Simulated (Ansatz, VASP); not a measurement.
## Two plane-wave programs on Tl

The input INCAR:

```
SYSTEM = Tl
PREC     = Accurate       ! precision mode
ENCUT    = 520            ! plane-wave cutoff, eV
EDIFF    = 1E-8           ! SCF threshold, eV
ISMEAR   = -1             ! smearing method
SIGMA    = 0.08           ! smearing width, eV
LREAL    = .FALSE.        ! projectors in reciprocal space
LASPH    = .TRUE.         ! aspherical terms in the spheres
NELM     = 60             ! most SCF steps
ALGO     = Normal         ! electronic algorithm
ISIF     = 2              ! what is computed and relaxed
LWAVE    = .FALSE.        ! write WAVECAR
LCHARG   = .FALSE.        ! write CHGCAR
GGA      = PE             ! functional
LEFG     = .TRUE.       
NBANDS   = 12             ! bands
```

The input KPOINTS:

```
Automatic mesh
0
G
  13 13 13
  0 0 0
```

The input POSCAR:

```
Tl
1.0
    3.2291887796      0.0000000000      0.0000000000
    0.0000000000      3.2291887796      0.0000000000
    0.0000000000      0.0000000000      3.2291887796
Tl
1
Direct
    0.0000000000      0.0000000000      0.0000000000
```

Input for Ansatz:

```yaml
crystal:
  lattice:
    - [3.2291887796, 0.0, 0.0]
    - [0.0, 3.2291887796, 0.0]
    - [0.0, 0.0, 3.2291887796]
  atoms:
    - { symbol: Tl, position: [0.0, 0.0, 0.0] }
kpoints:
  mp_grid: { grid: [13, 13, 13] }
scf:
  occupations: { method: fermi_dirac, width: 0.08 }
hamiltonian:
  xc: pbe
  pseudopotentials: { kind: paw }
output:
  forces: true
  stress: true
  eigenvalues: true
  efg: { contact_densities: true }
```

Change from the starting cell: volume scaled by 0.98, PAW files.

Alike in both runs: task electric field gradients; functional PBE; k mesh 13 × 13 × 13; occupations fermi-dirac, width 0.08 eV; no spin polarisation.

|  | VASP | Ansatz |
| --- | --- | --- |
| version | VASP 6.6.1 | Ansatz 0.2.0 |
| potentials or method | VASP PAW PBE potentials, release 64 (Tl_d) | PAW with Ansatz's default frozen-core files, scalar-relativistic |
| plane-wave cutoff (eV) | 520 | 420 |
| valence electrons in the cell | 13 | 13 |

|  | VASP | Ansatz | Ansatz less VASP |
| --- | --- | --- | --- |
| pressure (GPa) | 0.4 | 0.5 | +0.05 |

The functional is the same, so the differences come from potentials, cutoffs and numerics.

Spin-orbit coupling is off throughout.
